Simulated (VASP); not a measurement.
Here is a VASP 6.6.1 calculation.

File POSCAR:

```
B
1.0
    2.3461100000      0.0000000000      0.0000000000
    0.0000000000      2.3461100000      0.0000000000
    0.0000000000      0.0000000000      1.5857900000
B
1
Direct
    0.5000000000      0.5000000000      0.5000000000
```

The input INCAR.step1:

```
SYSTEM = B
ALGO = Normal
EDIFF = 1E-5
ENCUT = 520
GGA = PE
ISIF = 2
ISMEAR = -1
LASPH = .TRUE.
LCHARG = .FALSE.
LREAL = .FALSE.
LWAVE = .TRUE.
NBANDS = 8
NELM = 100
PREC = Accurate
SIGMA = 0.05
```

File INCAR.step2:

```
SYSTEM = B
ALGO = Normal
EDIFF = 1E-6
ENCUT = 520
GGA = PE
HFSCREEN = 0.2079
ISIF = 2
ISMEAR = -1
ISTART = 1
LASPH = .TRUE.
LCHARG = .FALSE.
LHFCALC = .TRUE.
LREAL = .FALSE.
LWAVE = .FALSE.
NBANDS = 8
NELM = 100
PREC = Accurate
PRECFOCK = Normal
SIGMA = 0.05
```

KPOINTS

```
k-points
0
G
  6 6 8
  0 0 0
```

Potentials or basis: VASP PAW PBE potentials, release 64 (B).

Run with:

```console
$ cat potpaw_PBE.64/B/POTCAR > POTCAR
$ cp INCAR.step1 INCAR
$ mpirun -np 1 vasp_std > vasp.out
$ cp INCAR.step2 INCAR
$ mpirun -np 1 vasp_std > vasp.out
```

(1) What does it give for the pressure?

## Answers

(1) -1.2 GPa.

Caveat: the k points lie up to 0.50 Å⁻¹ apart; the PAW data sets were made with another functional, which shifts forces and pressure a little.
